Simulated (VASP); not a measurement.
Set up this calculation in VASP 6.6.1, as the native input.

| Item | Value |
| --- | --- |
| Task | single point |
| Functional | r2SCAN |
| Potentials or basis | VASP PAW PBE potentials, release 64 (Ba_sv, Te) |
| Cutoff | 520 eV |
| k mesh | 6 × 6 × 6 |
| Occupations | gaussian, width 0.01 eV |
| Spin | no spin polarisation |
| Dipole correction | no |
| Further INCAR settings | ALGO = Normal; EDIFF = 1e-06; NBANDS = 15 |

Crystal: BaTe.

```
Ba Te
1.0
     0.00000    3.53239    3.60303
     3.53239    0.00000    3.60303
     3.53239    3.53239    0.00000
Ba Te
1 1
Cartesian
  0.0000 0.0000 0.0000
  3.5324 3.5324 3.6030
```

This cell differs from its parent crystal: uniaxial z strain +2.0%.

The input as run:

POSCAR

```
BaTe
1.0
    0.0000000000      3.5323868452      3.6030345821
    3.5323868452      0.0000000000      3.6030345821
    3.5323868452      3.5323868452      0.0000000000
Ba Te
1 1
Direct
    0.0000000000      0.0000000000      0.0000000000
    0.5000000000      0.5000000000      0.5000000000
```

INCAR.step1

```
  PREC = Accurate
  ENCUT = 520
  ISMEAR = 0
  SIGMA = 0.01
  LREAL = False
  LASPH = True
  NELM = 80
  NBANDS = 15
  GGA = PE
  ALGO = Normal
  EDIFF = 1E-4
  LWAVE = True
  LCHARG = False
```

INCAR.step2

```
  PREC = Accurate
  ENCUT = 520
  EDIFF = 1E-6
  ISMEAR = 0
  SIGMA = 0.01
  LREAL = False
  LASPH = True
  NELM = 80
  ALGO = Normal
  ISIF = 2
  LWAVE = False
  LCHARG = False
  METAGGA = R2SCAN
  LMIXTAU = True
  NBANDS = 15
  ISTART = 1
```

KPOINTS

```
Automatic mesh
0
Gamma
  6 6 6
```

Potentials or basis: VASP PAW PBE potentials, release 64 (Ba_sv, Te).

Run with:

```bash
$ cat potpaw_PBE.64/Ba_sv/POTCAR potpaw_PBE.64/Te/POTCAR > POTCAR
$ cp INCAR.step1 INCAR
$ mpirun -np 1 vasp_std > vasp.out
$ cp INCAR.step2 INCAR
$ mpirun -np 1 vasp_std > vasp.out
```

It gave:

The pressure is -0.3 GPa and the band gap on the k mesh is 1.95 eV, indirect (least direct gap 2.33 eV).

Caveat: the cell differs from its parent crystal (uniaxial z strain +2.0%); the PAW data sets were made with another functional, which shifts forces and pressure a little; spin-orbit coupling is left out, which moves the levels of the heavy elements.

Wall time 2.1 min on 1 thread of AMD EPYC 9R45 96-Core Processor (Zen 5) (shared host), peak memory 0.24 GiB.
